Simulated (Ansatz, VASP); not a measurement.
KTaSe2 in VASP and in Ansatz

```
K Ta Se
1.0
    -3.14706    3.14706    3.15794
     3.14706   -3.14706    3.15794
     3.14706    3.14706   -3.15794
K Ta Se
1 1 2
Direct
  0.00000 0.00000 0.00000
  0.50000 0.50000 0.00000
  0.50000 0.00000 0.50000
  0.00000 0.50000 0.50000
```

Alike in both runs: task single point; functional PBE; k mesh 4 × 4 × 4; occupations gaussian, width 0.1 eV; no spin polarisation.

|  | VASP | Ansatz |
| --- | --- | --- |
| version | VASP 6.6.1 | Ansatz 0.2.0 |
| potentials or method | VASP PAW PBE potentials, release 64 (K_sv, Ta_pv, Se), cutoff 520 eV | scalar-relativistic, plane waves, PAW |
| valence electrons in the cell | 32 | 54 |

Ansatz gave:

* gap on the k mesh at the Fermi level (eV): none
* pressure (GPa): -6.2
* traceless stress, the component that is largest in VASP (GPa): 9.99

Q: Which values does VASP return?

A: gap on the k mesh at the Fermi level (eV): none; pressure (GPa): -6.2; traceless stress, the component that is largest in VASP (GPa): 9.95.

A gap of «none» marks a metal or a gap that the smearing closes. VASP's potentials hold 32 valence electrons a cell and Ansatz's 54, so a difference there can come from the potentials and not from the codes.

Neither program's run includes spin-orbit coupling.
